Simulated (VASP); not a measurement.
Write the native input for VASP 6.6.1 that does the following.

```
Task                   : electric field gradients
Functional             : PBEsol
Potentials or basis    : VASP PAW PBE potentials, release 64 (Zn, O)
Cutoff                 : 520 eV
k mesh                 : 12 × 12 × 7
Occupations            : fermi-dirac, width 0.08 eV
Spin                   : no spin polarisation
Dipole correction      : no
Further INCAR settings : ALGO = Normal; EDIFF = 1e-08; NBANDS = 26
```

The structure of ZnO (wurtzite type) lies in POSCAR:

```
ZnO
1.0
    3.2792607755      0.0000000000      0.0000000000
   -1.6396303878      2.8399231372      0.0000000000
    0.0000000000      0.0000000000      5.2938673460
Zn O
2 2
Direct
    0.3333333333      0.6666666667     -0.0015194259
    0.6666666667      0.3333333333      0.4984805741
    0.3333333333      0.6666666667      0.3775194259
    0.6666666667      0.3333333333      0.8775194259
```

One way to write it, as run:

INCAR

```
ALGO     = Normal         # electronic algorithm
EDIFF    = 1E-8           # SCF threshold, eV
ENCUT    = 520            # plane-wave cutoff, eV
GGA      = PS             # functional
ISIF     = 2              # what is computed and relaxed
ISMEAR   = -1             # smearing method
LASPH    = True           # aspherical terms in the spheres
LCHARG   = False          # write CHGCAR
LEFG     = True         
LREAL    = False          # projectors in reciprocal space
LWAVE    = False          # write WAVECAR
NBANDS   = 26             # bands
NELM     = 60             # most SCF steps
PREC     = Accurate       # precision mode
SIGMA    = 0.08           # smearing width, eV
```

KPOINTS

```
k-points
0
Gamma
  12 12 7
```

Potentials or basis: VASP PAW PBE potentials, release 64 (Zn, O).

Run with:

```bash
$ cat potpaw_PBE.64/Zn/POTCAR potpaw_PBE.64/O/POTCAR > POTCAR
$ mpirun -np 1 vasp_std > vasp.out
```

It gave:

```yaml
Pressure: -5.1 GPa
Band_gap_on_the_k_mesh: 0.63 eV
Largest_electric_field_gradient_by_atom: Zn +4.2; O -1.0 V/Å²
```

Caveat: the cell stands under tension; without QUAD_EFG the Cq values of the log hold for a quadrupole moment of 1 mb, not for the nuclei; the PAW data sets were made with another functional, which shifts forces and pressure a little.

Run time: 74 s on 1 thread of Intel(R) Xeon(R) 6975P-C (Granite Rapids) (shared host), peak memory 0.21 GiB.
